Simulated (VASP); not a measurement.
A run of VASP 6.6.1:

The input INCAR:

```
SYSTEM = Sn
  ALGO = Normal
  EDIFF = 1E-6
  EDIFFG = -0.02
  ENCUT = 600
  GGA = PE
  IBRION = 2
  ISIF = 3
  ISMEAR = -1
  IVDW = 12
  LASPH = .True.
  LCHARG = .False.
  LREAL = .False.
  LWAVE = .False.
  NELM = 80
  NSW = 80
  PREC = Accurate
  SIGMA = 0.05
```

File KPOINTS:

```
k-points
0
Gamma
  10 10 10
  0 0 0
```

POSCAR

```
Sn
1.0
   -1.8946518192      1.8946518192      1.8946518192
    1.8946518192     -1.8946518192      1.8946518192
    1.8946518192      1.8946518192     -1.8946518192
Sn
1
Direct
    0.0000000000      0.0000000000      0.0000000000
```

Potentials or basis: VASP PAW PBE potentials, release 64 (Sn_d).

Command:

```sh
$ cat potpaw_PBE.64/Sn_d/POTCAR > POTCAR
$ mpirun -np 1 vasp_std > vasp.out
```

Hardware: 1 thread of Intel Xeon 8259CL (shared host).

**Question.** How long does it take, and how much memory?

**Answer.** It took 57 s on 1 thread of Intel Xeon 8259CL, on a shared host, peak memory 0.18 GiB. Counts: scf iterations 24, k points 47, ion steps 3.
